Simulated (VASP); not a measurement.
# Ag in VASP: further runs, part 3 of 3

VASP 6.6.1. Earlier steps stand in the parts before.

## Step 6: Single point, r2SCAN (uniaxial strain along a: +1.5 %, then relaxed in part)

Input file POSCAR:

```
Ag
1.0
    2.0829608533      2.0829608533      0.0000000000
   -2.0562756392      2.0562756392      0.0000000000
    0.0000000000      0.0000000000      4.0545107039
Ag
2
Direct
    0.0000000000      0.0000000000      0.0000000000
    0.5000000000      0.5000000000      0.5000000000
```

Input file INCAR.step1:

```
  PREC = Accurate
  ENCUT = 520
  ISMEAR = 0
  SIGMA = 0.1
  LREAL = F
  LASPH = T
  NELM = 60
  NBANDS = 18
  GGA = PE
  ALGO = Normal
  EDIFF = 1E-4
  LWAVE = T
  LCHARG = F
```

Input file INCAR.step2:

```
  PREC = Accurate
  ENCUT = 520
  EDIFF = 1E-7
  ISMEAR = 0
  SIGMA = 0.1
  LREAL = F
  LASPH = T
  NELM = 60
  ALGO = Normal
  ISIF = 2
  LWAVE = F
  LCHARG = T
  METAGGA = R2SCAN
  LMIXTAU = T
  LELF = T
  LVHAR = T
  NBANDS = 18
  ISTART = 1
```

Input file KPOINTS:

```
Automatic mesh
0
Gamma
  18 18 12
```

Potentials or basis: VASP PAW PBE potentials, release 64 (Ag).

Launch:

```sh
cat potpaw_PBE.64/Ag/POTCAR > POTCAR
cp INCAR.step1 INCAR
mpirun -np 1 vasp_std > vasp.out
cp INCAR.step2 INCAR
mpirun -np 1 vasp_std > vasp.out
```

Run time: 13 min. Hardware: 1 thread of AMD EPYC 9R45 (Zen 5), shared host; peak memory 0.41 GiB.

Results (log left out):

```
Free energy            : -42.7165 eV
Pressure               : -0.3 GPa
Band gap on the k mesh : zero (bands 11 and 12 overlap by 9.81 eV)
```

Stress tensor (GPa, compression positive):
```
-0.50 -0.63  0.00
-0.63 -0.50  0.00
 0.00  0.00  0.12
```

Levels at points of the mesh, in eV from the Fermi level:
```csv
k point,band 8,band 9,band 10,band 11,band 12,band 13,band 14,band 15
"(0.00, 0.00, 0.00)",-4.03,-3.35,-3.09,-3.09,1.95,7.14,10.51,10.99
"(0.50, 0.00, 0.00)",-4.44,-4.08,-4.08,-0.83,-0.83,9.55,9.55,9.76
"(0.00, 0.50, 0.00)",-4.52,-4.12,-4.12,-0.67,-0.67,9.70,9.70,9.86
"(0.50, 0.50, 0.00)",-3.14,-3.06,-3.06,1.59,1.59,6.62,6.62,11.12
"(0.00, 0.00, 0.50)",-4.25,-3.90,-3.90,-3.77,-3.77,14.65,14.65,15.11
"(0.50, 0.00, 0.50)",-3.37,-3.27,-3.27,-0.37,-0.37,3.48,3.48,15.86
"(0.00, 0.50, 0.50)",-3.31,-3.29,-3.29,-0.27,-0.27,3.66,3.66,15.70
"(0.50, 0.50, 0.50)",-4.08,-3.15,-3.15,6.04,6.04,6.12,6.12,7.00
```

Caveat: the cell differs from its parent crystal (uniaxial strain along a: +1.5 %, then relaxed in part); the PAW data sets were made with another functional, which shifts forces and pressure a little.

## Step 7: Single point, r2SCAN

This run uses another cell than the first one: it holds 6 atoms, not 2.

Input file POSCAR:

```
Ag
1.0
   -4.0990806923     -2.0535756254     -2.0535756254
   -2.0495403462     -4.1034703315      2.0498947061
   -4.1034996939      2.0579946269      2.0579946269
Ag
6
Direct
    0.6666666667      0.6666666667      0.0000000000
    0.3333333333      0.3333333333      0.0000000000
    0.0000000000      0.0000000000      0.0000000000
    0.8333333333      0.3333333333      0.5000000000
    0.5000000000      1.0000000000      0.5000000000
    0.1666666667      0.6666666667      0.5000000000
```

Input file INCAR.step1:

```
SYSTEM = Ag
ALGO = Normal ; EDIFF = 1E-4
ENCUT = 520 ; GGA = PE
ISMEAR = 0 ; LASPH = .TRUE.
LCHARG = .FALSE. ; LREAL = .FALSE.
LWAVE = .TRUE. ; NBANDS = 42
NELM = 100 ; PREC = Accurate
SIGMA = 0.1
```

Input file INCAR.step2:

```
SYSTEM = Ag
ALGO = Normal ; EDIFF = 1E-6
ENCUT = 520 ; ISIF = 2
ISMEAR = 0 ; ISTART = 1
LASPH = .TRUE. ; LCHARG = .FALSE.
LMIXTAU = .TRUE. ; LREAL = .FALSE.
LWAVE = .FALSE. ; METAGGA = R2SCAN
NBANDS = 42 ; NELM = 100
PREC = Accurate ; SIGMA = 0.1
```

Input file KPOINTS:

```
k-points
0
G
  8 8 8
  0 0 0
```

Potentials or basis: VASP PAW PBE potentials, release 64 (Ag).

Launch:

```sh
cat potpaw_PBE.64/Ag/POTCAR > POTCAR
cp INCAR.step1 INCAR
mpirun -np 1 vasp_std > vasp.out
cp INCAR.step2 INCAR
mpirun -np 1 vasp_std > vasp.out
```

OUTCAR:

```text
SYSTEM = Ag
   EDIFF = 1E-6
   ENCUT = 520
   ISIF = 2
   ISMEAR = 0
   ISTART = 1
   LASPH = .TRUE.
   LREAL = .FALSE.
   METAGGA = R2SCAN
   NELM = 100
   PREC = Accurate

 ion  position               nearest neighbor table
   1  0.667  0.667  0.000-   2 2.90   3 2.90   3 2.90   2 2.90   2 2.90   3 2.90   5 2.90   5 2.90
                             4 2.90   4 2.90   6 2.91   6 2.91
   2  0.333  0.333  0.000-   1 2.90   3 2.90   3 2.90   1 2.90   1 2.90   3 2.90   5 2.90   5 2.90
                             6 2.90   6 2.90   4 2.91   4 2.91
   3  0.000  0.000  0.000-   1 2.90   2 2.90   1 2.90   2 2.90   2 2.90   1 2.90   4 2.90   6 2.90
                             4 2.90   6 2.90   5 2.91   5 2.91
   4  0.833  0.333  0.500-   6 2.90   5 2.90   5 2.90   6 2.90   6 2.90   5 2.90   3 2.90   3 2.90
                             1 2.90   1 2.90   2 2.91   2 2.91
   5  0.500  0.000  0.500-   4 2.90   6 2.90   6 2.90   4 2.90   4 2.90   6 2.90   2 2.90   1 2.90
                             1 2.90   2 2.90   3 2.91   3 2.91
   6  0.167  0.667  0.500-   4 2.90   5 2.90   5 2.90   4 2.90   4 2.90   5 2.90   3 2.90   3 2.90
                             2 2.90   2 2.90   1 2.91   1 2.91
[... 9 lines left out ...]
 A1 = (   2.0495403461,  -2.0498947061,   4.1034703315)
 A2 = (   2.0495403462,   4.1034703315,  -2.0498947061)
 A3 = (  -4.1034996939,   2.0579946269,   2.0579946269)

Analysis of symmetry for initial positions (statically):
=====================================================================
 Subroutine PRICEL returns following result:

  LATTYP: Found a base centered monoclinic cell.
 ALAT       =     5.0236250095
 B/A-ratio  =     0.5774165251
 C/A-ratio  =     0.5787295113
 COS(beta)  =    -0.5774870626

  Lattice vectors:

 A1 = (   2.0495403466,   2.0523486527,   0.0012269731)
 A2 = (   2.0495403470,   0.0012269739,   2.0523486523)
 A3 = (   0.0022095002,  -2.0557851268,  -2.0557851262)

   6 primitive cells build up your supercell.

 Routine SETGRP: Setting up the symmetry group for a
 base centered monoclinic supercell.

 Subroutine GETGRP returns: Found  4 space group operations
 (whereof  4 operations were pure point group operations)
 out of a pool of  4 trial point group operations.

The static configuration has the point symmetry C_2h.

Analysis of symmetry for dynamics (positions and initial velocities):
=====================================================================
 Subroutine PRICEL returns following result:

  LATTYP: Found a base centered monoclinic cell.
 ALAT       =     5.0236250095
 B/A-ratio  =     0.5774165251
 C/A-ratio  =     0.5787295113
 COS(beta)  =    -0.5774870626

  Lattice vectors:

 A1 = (   2.0495403466,   2.0523486527,   0.0012269731)
 A2 = (   2.0495403470,   0.0012269739,   2.0523486523)
 A3 = (   0.0022095002,  -2.0557851268,  -2.0557851262)

   6 primitive cells build up your supercell.

 Routine SETGRP: Setting up the symmetry group for a
 base centered monoclinic supercell.

 Subroutine GETGRP returns: Found  4 space group operations
 (whereof  4 operations were pure point group operations)
 out of a pool of  4 trial point group operations.

The dynamic configuration has the point symmetry C_2h.

[... 50 lines left out ...]

 Following reciprocal coordinates:
            Coordinates               Weight
  0.000000  0.000000  0.000000      1.000000
  0.125000 -0.000000  0.000000      4.000000
  0.250000 -0.000000  0.000000      4.000000
  0.375000 -0.000000  0.000000      4.000000
  0.500000 -0.000000  0.000000      2.000000
  0.000000  0.125000  0.000000      2.000000
[... 16 lines left out ...]
  0.125000  0.000000  0.125000      4.000000
  0.250000 -0.000000  0.125000      4.000000
 [... further k-points ...]
   k-points           NKPTS =    150   k-points in BZ     NKDIM =    150   number of bands    NBANDS=     42
   number of dos      NEDOS =    301   number of ions     NIONS =      6
   total plane-waves  NPLWV =  64000
   dimension x,y,z NGX =    40 NGY =   40 NGZ =   40
   dimension x,y,z NGXF=    80 NGYF=   80 NGZF=   80
   ions per type =               6
   NGX,Y,Z   is equivalent  to a cutoff of  13.24, 13.24, 13.22 a.u.
   NGXF,Y,Z  is equivalent  to a cutoff of  26.47, 26.47, 26.44 a.u.
 SYSTEM =  Ag
   PREC   = accura    normal or accurate (medium, high low for compatibility)
   ISTART =      1    job   : 0-new  1-cont  2-samecut
   ICHARG =      0    charge: 1-file 2-atom 10-const
   ISPIN  =      1    spin polarized calculation?
   LNONCOLLINEAR =      F non collinear calculations
   LSORBIT =      F    spin-orbit coupling
   LASPH  =      T    aspherical Exc in radial PAW
   ENCUT  =  520.0 eV  38.22 Ry    6.18 a.u.   9.34  9.34  9.35*2*pi/ulx,y,z
   NELM   =    100;   NELMIN=  2; NELMDL=  0     # of ELM steps
   EDIFF  = 0.1E-05   stopping-criterion for ELM
   LREAL  =      F    real-space projection
   EDIFFG = 0.1E-04   stopping-criterion for IOM
   NSW    =      0    number of steps for IOM
   IBRION =     -1    ionic relax: 0-MD 1-quasi-New 2-CG
   NFREE  =      0    steps in history (QN), initial steepest desc. (CG)
   ISIF   =      2    stress and relaxation
   ISYM   =      2    0-nonsym 1-usesym 2-fastsym
   POTIM  = 0.5000    time-step for ionic-motion
   TEBEG  =    0.0;   TEEND  =   0.0 temperature during run
   PSTRESS=    0.0 pullay stress
   NELECT =      66.0000    total number of electrons
   NUPDOWN=      -1.0000    fix difference up-down
   EMIN   =  10.00;   EMAX   =-10.00  energy-range for DOS
   EFERMI =   0.00;   METHOD = LEGACY
   ISMEAR =     0;   SIGMA  =   0.10  broadening in eV -4-tet -1-fermi 0-gaus
   EFERMI_NEDOS =   21; number of points for ismear=-14 and -15
   IALGO  =     38    algorithm
   IMIX   =      4    mixing-type and parameters
     AMIX     =   0.40;   BMIX     =  1.00
     AMIX_MAG =   1.60;   BMIX_MAG =  1.00
  volume/ion in A,a.u.               =      17.29       116.70
  Fermi-wavevector in a.u.,A,eV,Ry     =   1.407913  2.660570 26.969741  1.982220
  Thomas-Fermi vector in A             =   2.530124
   LORBIT       =      0    0 simple, 1 ext, 2 COOP (PROOUT), +10 PAW based schemes
   METAGGA = R2SCAN    functional components
   LHFCALC =     F    Hartree Fock is set to
   AEXX    =    0.0000 exact exchange contribution
   IVDW    =     0    specifies the selected vdW correction
   LEPSILON=     F    determine dielectric tensor
   LRPA    =     F    only Hartree local field effects (RPA)
 non-spin polarized calculation
 Gauss-broadening in eV      SIGMA  =   0.10
  energy-cutoff  :      520.00
  volume of cell :      103.76
 maximum number of plane-waves:      2816
 NGX is ok and might be reduce to    40

 number of electron      65.9999999 magnetization

 Free energy of the ion-electron system (eV)
  ---------------------------------------------------
  ext. energy  EPLUGINS =         0.00000000
  ---------------------------------------------------
  free energy    TOTEN  =      -128.16054927 eV

  energy without entropy =     -128.15579655  energy(sigma->0) =     -128.15817291

 E-fermi :   8.2985     XC(G=0): -12.8696

 val. band max:        8.2875712028   @ k =  -0.3750   0.2500   0.5000
 cond. band min:       8.3070300042   @ k =   0.2500  -0.3750   0.1250
 fundamental gap:      0.0194588014
 Fermi energy:         8.2985472472

 k-point     1 :       0.0000    0.0000    0.0000
  band No.  band energies     occupation
      1       0.3857      2.00000
      2       1.5972      2.00000
      3       2.2082      2.00000
      4       2.2082      2.00000
      5       2.5031      2.00000
      6       2.5031      2.00000
[... 1069 lines left out ...]
     41      16.6710      0.00000
     42      17.1878      0.00000

 [... further k-points ...]

------------------------ aborting loop because EDIFF is reached ----------------------------------------

  FORCE on cell =-STRESS in cart. coord.  units (eV):
  Direction    XX          YY          ZZ          XY          YZ          ZX
  --------------------------------------------------------------------------------------
  -------------------------------------------------------------------------------------
  Total        0.0411621      0.0783779      0.0783779      0.0075256     -0.0136096      0.0075257
  in kB        0.6355759      1.2102182      1.2102182      0.1162012     -0.2101430      0.1162027
  external PRESSURE =       1.0186707 kB  Pullay stress =       0.0000000 kB

 VOLUME and BASIS-vectors are now :
 -----------------------------------------------------------------------------
  energy-cutoff  :      520.00
  volume of cell :      103.76
      direct lattice vectors                 reciprocal lattice vectors
    -4.099080692 -2.053575625 -2.053575625    -0.122043955 -0.040417272 -0.202929978
    -2.049540346 -4.103470331  2.049894706     0.000000000 -0.162512705  0.162512705
    -4.103499694  2.057994627  2.057994627    -0.121781898  0.121542596  0.121542596

 POSITION                                       TOTAL-FORCE (eV/Angst)
 -----------------------------------------------------------------------------------
     -4.09908     -4.10470     -0.00245         0.000000      0.000000      0.000000
     -2.04954     -2.05235     -0.00123         0.000000      0.000000     -0.000000
      0.00000      0.00000      0.00000         0.000000     -0.000000      0.000000
     -6.15083     -2.05014      0.00098        -0.000000      0.000000      0.000000
     -4.10129      0.00221      0.00221        -0.000000     -0.000000     -0.000000
     -4.10129     -2.04891      2.05333         0.000000     -0.000000     -0.000000
 -----------------------------------------------------------------------------------
    total drift:                                0.000000     -0.000000      0.000000

  FREE ENERGIE OF THE ION-ELECTRON SYSTEM (eV)
  ---------------------------------------------------
  free  energy   TOTEN  =      -128.1605492692 eV

  energy  without entropy=     -128.1557965461  energy(sigma->0) =     -128.15817291
```

Run time: 50 min. Hardware: 1 thread of Oxide Virtual Turin-like, shared host; peak memory 0.54 GiB.

What came out:

| Property | Result |
| --- | --- |
| Free energy | -128.1605 eV |
| Pressure | 0.1 GPa |
| Band gap on the k mesh | zero (bands 33 and 34 overlap by 5.44 eV) |

Caveat: the PAW data sets were made with another functional, which shifts forces and pressure a little.

## Step 8: Summary

```tsv
cell	k mesh	gap on the mesh (eV)	pressure (GPa)
a = 2.815, b = 2.815, c = 4.178 Å, 2 atoms, atomic positions A	18 × 18 × 12	none	5.4
a = 2.946, b = 2.946, c = 4.166 Å, 2 atoms, atomic positions A	18 × 18 × 12	none	-4.0
a = 2.989, b = 2.989, c = 4.227 Å, 2 atoms, atomic positions A	18 × 18 × 12	none	-7.1
a = 3.033, b = 3.033, c = 4.289 Å, 2 atoms, atomic positions A	18 × 18 × 12	none	-9.3
a = 2.946, b = 2.908, c = 4.055 Å, 2 atoms, atomic positions A	18 × 18 × 12	none	-0.3
a = 5.024, b = 5.024, c = 5.031 Å, angles 80.5, 70.7, 60.0°, 6 atoms, atomic positions B	8 × 8 × 8	none	0.1
```

Alike in all rows: task single point; level r2SCAN; potentials or basis VASP PAW PBE potentials, release 64 (Ag); no spin polarisation; cutoff (eV) 520; smearing gaussian 0.1 eV.

Caveats: the PAW data sets were made with another functional, which shifts forces and pressure a little; the cell stands under tension (at least some runs); the cell stands under pressure (at least some runs).

Absolute energies hang on the potentials; compare differences alone.
